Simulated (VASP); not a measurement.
# Mg7ZnO8 (P1) in VASP: single point with PBEsol

Aim: the single point of Mg7ZnO8 with PBEsol.

Program: VASP 6.6.1. These are calculated values, not measurements. Logs are shortened: lines on timing, memory, paths and dates and some standing lists are left out, and cuts for length are marked.

## 1. The cell of the first run

The typed cell holds 64 atoms: a = 8.441 Å, b = 8.441 Å, c = 8.441 Å, α = 90.00°, β = 90.00°, γ = 90.00°.

## 2. Single point, PBEsol

File INCAR:

```
PREC     = Accurate       # precision mode
ENCUT    = 520            # plane-wave cutoff, eV
EDIFF    = 1E-6           # SCF threshold, eV
ISMEAR   = -1             # smearing method
SIGMA    = 0.05           # smearing width, eV
LREAL    = Auto         
LASPH    = T              # aspherical terms in the spheres
NELM     = 60             # most SCF steps
ALGO     = Normal         # electronic algorithm
ISIF     = 2              # what is computed and relaxed
LWAVE    = F              # write WAVECAR
LCHARG   = F              # write CHGCAR
GGA      = PS             # functional
NBANDS   = 186            # bands
ISYM     = 0
```

File KPOINTS:

```
Automatic mesh
0
Gamma
  1 1 1
  0.25 0.25 0.25
```

File POSCAR:

```
Mg7ZnO8
1.0
    8.4410685068      0.0000000000      0.0000000000
    0.0000000000      8.4410685068      0.0000000000
    0.0000000000      0.0000000000      8.4410685068
O Zn Mg
32 4 28
Direct
    0.2527830000      0.0004770000      0.9999590000
    0.2527680000      0.0003250000      0.4997920000
    0.2501950000      0.5002470000      0.0022320000
    0.2502090000      0.5003000000      0.4973280000
    0.7472790000      0.0003710000      0.9997040000
    0.7473510000      0.0002010000      0.4997350000
    0.7497480000      0.5002210000      0.9971820000
    0.7499380000      0.5003860000      0.5023000000
    0.9999280000      0.2534370000      0.9998550000
    0.0001850000      0.2534160000      0.4998300000
    0.9999640000      0.7471320000      0.9997330000
    0.0001180000      0.7471100000      0.4997210000
    0.4999410000      0.2506850000      0.9997460000
    0.4999630000      0.2508050000      0.4997950000
    0.5000550000      0.7499320000      0.9998580000
    0.4999000000      0.7497040000      0.4996870000
    0.0000800000      0.0003890000      0.2497680000
    0.9998730000      0.0001830000      0.7497460000
    0.0024200000      0.5003220000      0.2498040000
    0.9975680000      0.5002610000      0.7497370000
    0.4998930000      0.0003440000      0.2498030000
    0.5002300000      0.0003600000      0.7497490000
    0.4975480000      0.5002750000      0.2496230000
    0.5025300000      0.5002430000      0.7498380000
    0.2496630000      0.2497480000      0.2498080000
    0.2494740000      0.2471090000      0.7497970000
    0.2495920000      0.7508730000      0.2496540000
    0.2496880000      0.7535290000      0.7499960000
    0.7503890000      0.2472400000      0.2497690000
    0.7503850000      0.2496810000      0.7497190000
    0.7505410000      0.7534770000      0.2497820000
    0.7503800000      0.7509610000      0.7498150000
    0.0000770000      0.0003150000      0.9998740000
    0.9999070000      0.0003210000      0.4998520000
    0.2496760000      0.5000760000      0.7496100000
    0.7501920000      0.5003140000      0.2495800000
    0.0000720000      0.5002910000      0.9998750000
    0.9999070000      0.5002000000      0.4996860000
    0.4999820000      0.0002710000      0.9997400000
    0.5001520000      0.0004600000      0.4997860000
    0.4999710000      0.5002780000      0.9997310000
    0.5000530000      0.5001140000      0.4997540000
    0.2497700000      0.2502800000      0.9997380000
    0.2496680000      0.2501980000      0.4998530000
    0.2498260000      0.7503980000      0.9995950000
    0.2497740000      0.7503700000      0.5000140000
    0.7501770000      0.2501900000      0.9998330000
    0.7503010000      0.2503490000      0.4996720000
    0.7502440000      0.7503540000      0.9999720000
    0.7502830000      0.7503060000      0.4995840000
    0.2496250000      0.0002310000      0.2498910000
    0.2496130000      0.0003000000      0.7497840000
    0.2498010000      0.5004040000      0.2497600000
    0.7503560000      0.0003530000      0.2497620000
    0.7504120000      0.0003010000      0.7498140000
    0.7502300000      0.5003050000      0.7498420000
    0.9999170000      0.2501630000      0.2497440000
    0.0001240000      0.2501520000      0.7499040000
    0.9999330000      0.7505000000      0.2497610000
    0.0001180000      0.7503170000      0.7498110000
    0.5000190000      0.2503500000      0.2497310000
    0.4998100000      0.2503750000      0.7497830000
    0.5000800000      0.7501980000      0.2498570000
    0.4998650000      0.7501210000      0.7496600000
```

Potentials or basis: VASP PAW PBE potentials, release 64 (O, Zn, Mg).

Started as:

```console
$ cat potpaw_PBE.64/O/POTCAR potpaw_PBE.64/Zn/POTCAR potpaw_PBE.64/Mg/POTCAR > POTCAR
$ mpirun -np 1 vasp_std > vasp.out
```

OUTCAR:

```text
PREC = Accurate
   ENCUT = 520
   EDIFF = 1E-6
   ISMEAR = -1
   LREAL = Auto
   LASPH = T
   NELM = 60
   ISIF = 2
   GGA = PS
   ISYM = 0

 ion  position               nearest neighbor table
   1  0.253  0.000  1.000-  39 2.09  43 2.11  51 2.11  45 2.11  52 2.11  33 2.13
   2  0.253  0.000  0.500-  40 2.09  44 2.11  51 2.11  46 2.11  52 2.11  34 2.13
   3  0.250  0.500  0.002-  53 2.09  41 2.11  43 2.11  37 2.11  45 2.11  35 2.13
   4  0.250  0.500  0.497-  53 2.09  42 2.11  46 2.11  44 2.11  38 2.11  35 2.13
   5  0.747  0.000  1.000-  39 2.09  47 2.11  55 2.11  49 2.11  54 2.11  33 2.13
   6  0.747  0.000  0.500-  40 2.09  50 2.11  54 2.11  55 2.11  48 2.11  34 2.13
[... 73 lines left out ...]
                            60 2.98  58 2.98  47 2.99  48 2.99  41 2.99  49 2.99  64 2.99  50 2.99
  57  1.000  0.250  0.250-  29 2.11  25 2.11  17 2.11   9 2.11  10 2.11  19 2.11  54 2.98  48 2.98
                            51 2.98  47 2.98  33 2.98  43 2.98  44 2.98  36 2.98  34 2.98  38 2.98
  58  0.000  0.250  0.750-  26 2.10  30 2.11  18 2.11   9 2.11  10 2.11  20 2.11  52 2.98  35 2.98
                            43 2.98  55 2.98  44 2.98  33 2.98  47 2.98  34 2.98  56 2.98  48 2.98
  59  1.000  0.751  0.250-  31 2.11  27 2.11  17 2.11  12 2.11  11 2.11  19 2.11  51 2.98  54 2.98
                            50 2.98  49 2.98  33 2.98  34 2.98  36 2.98  53 2.98  45 2.98  46 2.98
  60  0.000  0.750  0.750-  28 2.11  32 2.11  18 2.11  11 2.11  20 2.11  12 2.11  46 2.98  52 2.98
                            45 2.98  55 2.98  35 2.98  56 2.98  34 2.98  49 2.98  33 2.98  50 2.98
  61  0.500  0.250  0.250-  23 2.11  13 2.11  21 2.11  14 2.11  25 2.11  29 2.11  42 2.98  41 2.98
                            40 2.98  47 2.98  39 2.98  36 2.99  48 2.99  43 2.99  53 2.99  54 2.99
  62  0.500  0.250  0.750-  24 2.11  13 2.11  14 2.11  22 2.11  26 2.11  30 2.12  42 2.98  35 2.98
                            41 2.98  40 2.98  43 2.98  39 2.98  44 2.98  52 2.99  56 2.99  47 2.99
  63  0.500  0.750  0.250-  16 2.11  23 2.11  15 2.11  21 2.11  31 2.11  27 2.11  50 2.98  42 2.98
                            36 2.98  41 2.98  49 2.98  53 2.98  39 2.99  40 2.99  54 2.99  46 2.99
  64  0.500  0.750  0.750-  24 2.11  16 2.11  15 2.11  28 2.11  22 2.11  32 2.11  46 2.98  42 2.98
                            41 2.98  45 2.98  56 2.99  40 2.99  39 2.99  35 2.99  52 2.99  50 2.99

IMPORTANT INFORMATION: All symmetrisations will be switched off!
NOSYMM: (Re-)initialisation of all symmetry stuff for point group C_1.

----------------------------------------------------------------------------------------

                                     Primitive cell

  volume of cell :     601.4400

  direct lattice vectors                    reciprocal lattice vectors
     8.441068507  0.000000000  0.000000000     0.118468414  0.000000000  0.000000000
     0.000000000  8.441068507  0.000000000     0.000000000  0.118468414  0.000000000
     0.000000000  0.000000000  8.441068507     0.000000000  0.000000000  0.118468414

  length of vectors
     8.441068507  8.441068507  8.441068507     0.118468414  0.118468414  0.118468414

  position of ions in fractional coordinates (direct lattice)
     0.252783000  0.000477000  0.999959000
     0.252768000  0.000325000  0.499792000
     0.250195000  0.500247000  0.002232000
     0.250209000  0.500300000  0.497328000
     0.747279000  0.000371000  0.999704000
     0.747351000  0.000201000  0.499735000
[... 56 lines left out ...]
     0.500080000  0.750198000  0.249857000
     0.499865000  0.750121000  0.749660000

  ion indices of the primitive-cell ions
   primitive index   ion index
                 1           1
                 2           2
                 3           3
                 4           4
                 5           5
                 6           6
[... 56 lines left out ...]
                63          63
                64          64

----------------------------------------------------------------------------------------

 KPOINTS: Automatic mesh

Automatic generation of k-mesh.
 Grid dimensions read from file:
 generate k-points for:    1    1    1

 Generating k-lattice:

  Cartesian coordinates                     Fractional coordinates (reciprocal lattice)
     0.118468414  0.000000000  0.000000000     1.000000000  0.000000000  0.000000000
     0.000000000  0.118468414  0.000000000     0.000000000  1.000000000  0.000000000
     0.000000000  0.000000000  0.118468414     0.000000000  0.000000000  1.000000000

  Length of vectors
     0.118468414  0.118468414  0.118468414

  Shift w.r.t. Gamma in fractional coordinates (k-lattice)
     0.250000000  0.250000000  0.250000000

 Subroutine IBZKPT returns following result:
 ===========================================

 Found      4 irreducible k-points:

 Following reciprocal coordinates:
            Coordinates               Weight
  0.250000  0.250000  0.250000      2.000000
 -0.250000  0.250000  0.250000      2.000000
 -0.250000 -0.250000  0.250000      2.000000
  0.250000 -0.250000  0.250000      2.000000
   k-points           NKPTS =      4   k-points in BZ     NKDIM =      4   number of bands    NBANDS=    186
   number of dos      NEDOS =    301   number of ions     NIONS =     64
   total plane-waves  NPLWV = 262144
   dimension x,y,z NGX =    64 NGY =   64 NGZ =   64
   dimension x,y,z NGXF=   128 NGYF=  128 NGZF=  128
   ions per type =              32   4  28
   NGX,Y,Z   is equivalent  to a cutoff of  12.60, 12.60, 12.60 a.u.
   NGXF,Y,Z  is equivalent  to a cutoff of  25.21, 25.21, 25.21 a.u.
 SYSTEM =  unknown system
   PREC   = accura    normal or accurate (medium, high low for compatibility)
   ISTART =      0    job   : 0-new  1-cont  2-samecut
   ICHARG =      2    charge: 1-file 2-atom 10-const
   ISPIN  =      1    spin polarized calculation?
   LNONCOLLINEAR =      F non collinear calculations
   LSORBIT =      F    spin-orbit coupling
   LASPH  =      T    aspherical Exc in radial PAW
   ENCUT  =  520.0 eV  38.22 Ry    6.18 a.u.  15.69 15.69 15.69*2*pi/ulx,y,z
   NELM   =     60;   NELMIN=  2; NELMDL= -5     # of ELM steps
   EDIFF  = 0.1E-05   stopping-criterion for ELM
   LREAL  =      T    real-space projection
   EDIFFG = 0.1E-04   stopping-criterion for IOM
   NSW    =      0    number of steps for IOM
   IBRION =     -1    ionic relax: 0-MD 1-quasi-New 2-CG
   NFREE  =      0    steps in history (QN), initial steepest desc. (CG)
   ISIF   =      2    stress and relaxation
   ISYM   =      0    0-nonsym 1-usesym 2-fastsym
   POTIM  = 0.5000    time-step for ionic-motion
   TEBEG  =    0.0;   TEEND  =   0.0 temperature during run
   PSTRESS=    0.0 pullay stress
   NELECT =     296.0000    total number of electrons
   NUPDOWN=      -1.0000    fix difference up-down
   EMIN   =  10.00;   EMAX   =-10.00  energy-range for DOS
   EFERMI =   0.00;   METHOD = LEGACY
   ISMEAR =    -1;   SIGMA  =   0.05  broadening in eV -4-tet -1-fermi 0-gaus
   EFERMI_NEDOS =   21; number of points for ismear=-14 and -15
   IALGO  =     38    algorithm
   IMIX   =      4    mixing-type and parameters
     AMIX     =   0.40;   BMIX     =  1.00
     AMIX_MAG =   1.60;   BMIX_MAG =  1.00
  volume/ion in A,a.u.               =       9.40        63.42
  Fermi-wavevector in a.u.,A,eV,Ry     =   1.292532  2.442531 22.730424  1.670639
  Thomas-Fermi vector in A             =   2.424234
   LORBIT       =      0    0 simple, 1 ext, 2 COOP (PROOUT), +10 PAW based schemes
   GGA     = PS    functional components
   LHFCALC =     F    Hartree Fock is set to
   AEXX    =    0.0000 exact exchange contribution
   IVDW    =     0    specifies the selected vdW correction
   LEPSILON=     F    determine dielectric tensor
   LRPA    =     F    only Hartree local field effects (RPA)
 non-spin polarized calculation
  energy-cutoff  :      520.00
  volume of cell :      601.44
 maximum number of plane-waves:     16206
 NGX is ok and might be reduce to    64
   NGX = 31   NGY = 31   NGZ = 31

 number of electron     296.0000006 magnetization

 Free energy of the ion-electron system (eV)
  ---------------------------------------------------
  ext. energy  EPLUGINS =         0.00000000
  ---------------------------------------------------
  free energy    TOTEN  =      -388.51688768 eV

  energy without entropy =     -388.51688768  energy(sigma->0) =     -388.51688768

 E-fermi :   4.4953     XC(G=0): -11.4693

 val. band max:        3.2198289344   @ k =  -0.2500  -0.2500   0.2500
 cond. band min:       7.8326468695   @ k =  -0.2500   0.2500   0.2500
 fundamental gap:      4.6128179351
 Fermi energy:         4.4952505851

 k-point     1 :       0.2500    0.2500    0.2500
  band No.  band energies     occupation
      1     -14.2174      2.00000
      2     -13.8503      2.00000
      3     -13.8248      2.00000
      4     -13.7868      2.00000
      5     -13.5313      2.00000
      6     -13.4963      2.00000
[... 641 lines left out ...]
    159      11.0725      0.00000
    160      11.1422      0.00000
 [bands above 160 left out]

------------------------ aborting loop because EDIFF is reached ----------------------------------------

  FORCE on cell =-STRESS in cart. coord.  units (eV):
  Direction    XX          YY          ZZ          XY          YZ          ZX
  --------------------------------------------------------------------------------------
  -------------------------------------------------------------------------------------
  Total       -1.1617271     -0.9458197     -1.1881898      0.0057371      0.0068292      0.0027652
  in kB       -3.0947276     -2.5195714     -3.1652218      0.0152831      0.0181924      0.0073661
  external PRESSURE =      -2.9265069 kB  Pullay stress =       0.0000000 kB

 VOLUME and BASIS-vectors are now :
 -----------------------------------------------------------------------------
  energy-cutoff  :      520.00
  volume of cell :      601.44
      direct lattice vectors                 reciprocal lattice vectors
     8.441068507  0.000000000  0.000000000     0.118468414  0.000000000  0.000000000
     0.000000000  8.441068507  0.000000000     0.000000000  0.118468414  0.000000000
     0.000000000  0.000000000  8.441068507     0.000000000  0.000000000  0.118468414

 POSITION                                       TOTAL-FORCE (eV/Angst)
 -----------------------------------------------------------------------------------
      2.13376      0.00403      8.44072         0.036784     -0.012017     -0.006899
      2.13363      0.00274      4.21878         0.044230     -0.004727     -0.005865
      2.11191      4.22262      0.01884        -0.004686      0.003893      0.050234
      2.11203      4.22307      4.19798        -0.003593     -0.001024     -0.051940
      6.30783      0.00313      8.43857        -0.041821     -0.003340      0.002651
      6.30844      0.00170      4.21830        -0.049965      0.010685      0.006600
[... 56 lines left out ...]
      4.22121      6.33247      2.10906         0.006186      0.000866     -0.007268
      4.21939      6.33182      6.32793         0.002831      0.004125      0.008835
 -----------------------------------------------------------------------------------
    total drift:                               -0.000262      0.018961      0.005916

  FREE ENERGIE OF THE ION-ELECTRON SYSTEM (eV)
  ---------------------------------------------------
  free  energy   TOTEN  =      -388.5168876756 eV

  energy  without entropy=     -388.5168876756  energy(sigma->0) =     -388.51688768
```

Run time: 16 min. Hardware: 1 thread of AMD EPYC 7R43 (Zen 3), shared host; peak memory 0.7 GiB.

Results:

* Free energy: -388.5169 eV
* Pressure: -0.3 GPa
* Largest force: 0.055 eV/Å
* Band gap on the k mesh: 4.61 eV, direct

Forces in eV/Å, atoms in the order of the input:
```
O    0.037 -0.012 -0.007
O    0.044 -0.005 -0.006
O   -0.005  0.004  0.050
O   -0.004 -0.001 -0.052
O   -0.042 -0.003  0.003
O   -0.050  0.011  0.007
O    0.011  0.005 -0.040
O   -0.007 -0.007  0.046
O    0.005  0.051 -0.005
O   -0.018  0.050 -0.005
O    0.004 -0.052  0.005
O   -0.004 -0.050  0.006
O    0.004  0.015  0.000
O    0.006  0.009 -0.001
O   -0.003 -0.014 -0.004
O    0.010  0.003  0.008
O    0.003 -0.007  0.005
O    0.005  0.006  0.009
O    0.055 -0.002 -0.005
O   -0.052  0.002  0.004
O    0.005 -0.005  0.004
O   -0.014 -0.006 -0.002
O   -0.051  0.002  0.010
O    0.044  0.001 -0.007
O   -0.010  0.002  0.002
O    0.003 -0.047  0.001
O   -0.007  0.007  0.007
O   -0.009  0.037 -0.015
O    0.004 -0.052  0.004
O    0.008  0.002  0.000
O   -0.007  0.043 -0.001
O    0.007 -0.004 -0.006
Zn  -0.003 -0.001 -0.008
Zn   0.005 -0.003 -0.004
Zn   0.011  0.012  0.008
Zn  -0.005  0.000  0.006
Mg  -0.005  0.001 -0.007
Mg   0.009  0.010  0.004
Mg   0.003  0.001  0.002
Mg  -0.010 -0.013  0.001
Mg   0.000  0.002 -0.001
Mg  -0.001  0.012 -0.001
Mg   0.000  0.000 -0.004
Mg   0.006  0.004  0.004
Mg  -0.001 -0.006  0.002
Mg  -0.001 -0.005 -0.003
Mg   0.001  0.006  0.005
Mg  -0.001 -0.003 -0.003
Mg  -0.002  0.000 -0.006
Mg   0.000 -0.003  0.004
Mg   0.009  0.006 -0.004
Mg   0.008  0.001  0.002
Mg   0.011 -0.006  0.002
Mg  -0.005 -0.001 -0.002
Mg  -0.009 -0.005 -0.001
Mg  -0.010  0.001 -0.004
Mg  -0.003  0.004  0.002
Mg  -0.001  0.000 -0.007
Mg  -0.002 -0.006  0.002
Mg   0.001  0.004 -0.003
Mg   0.008  0.004 -0.001
Mg   0.002  0.001  0.002
Mg   0.006  0.001 -0.007
Mg   0.003  0.004  0.009
```

Caveat: the k points lie up to 0.74 Å⁻¹ apart; the PAW data sets were made with another functional, which shifts forces and pressure a little. A k mesh can miss the band edges.
